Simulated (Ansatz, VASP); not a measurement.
B: VASP beside Ansatz

The input INCAR:

```
SYSTEM = B
  PREC = Accurate
  ENCUT = 520
  EDIFF = 1E-7
  ISMEAR = -1
  SIGMA = 0.1
  LREAL = .False.
  LASPH = .True.
  NELM = 80
  ALGO = Normal
  ISIF = 2
  LWAVE = .False.
  LCHARG = .False.
  GGA = PS
  NBANDS = 8
```

File KPOINTS:

```
Automatic mesh
0
Gamma
  21 21 21
  0 0 0
```

The input POSCAR:

```
B
1.0
    0.0000000000      1.4467418634      1.4467418634
    1.4467418634      0.0000000000      1.4467418634
    1.4467418634      1.4467418634      0.0000000000
B
1
Direct
    0.0000000000      0.0000000000      0.0000000000
```

Input for Ansatz:

```yaml
crystal:
  lattice:
    - [0.0, 1.4467418634, 1.4467418634]
    - [1.4467418634, 0.0, 1.4467418634]
    - [1.4467418634, 1.4467418634, 0.0]
  atoms:
    - { symbol: B, position: [0.0, 0.0, 0.0] }
hamiltonian:
  xc: pbesol
  pseudopotentials:
    kind: paw
    azcp:
      B: "pseudopotentials/B.paw.azcp"
basis:
  ecutwfc: 420
  fft_grid_basis: typed
kpoints:
  mp_grid: { grid: [21, 21, 21], shift: [0, 0, 0] }
magnetization:
  spin_polarized: false
scf:
  occupations: { method: fermi_dirac, width: 0.1 }
  lower_state_search: "off"
output:
  stress: true
```

Alike in both runs: task single point; functional PBEsol; k mesh 21 × 21 × 21; occupations fermi-dirac, width 0.1 eV; no spin polarisation.

```csv
,VASP,Ansatz
version,VASP 6.6.1,Ansatz 0.2.0
potentials or method,"VASP PAW PBE potentials, release 64 (B), cutoff 520 eV","plane waves (420 eV) with PAW, scalar-relativistic"
valence electrons in the cell,3,3
```

```tsv
	VASP	Ansatz	Ansatz less VASP
pressure (GPa)	-9.8	-10.1	-0.34
```

VASP's potentials were made for PBE, not for PBEsol, and Ansatz warns of the same on its side.
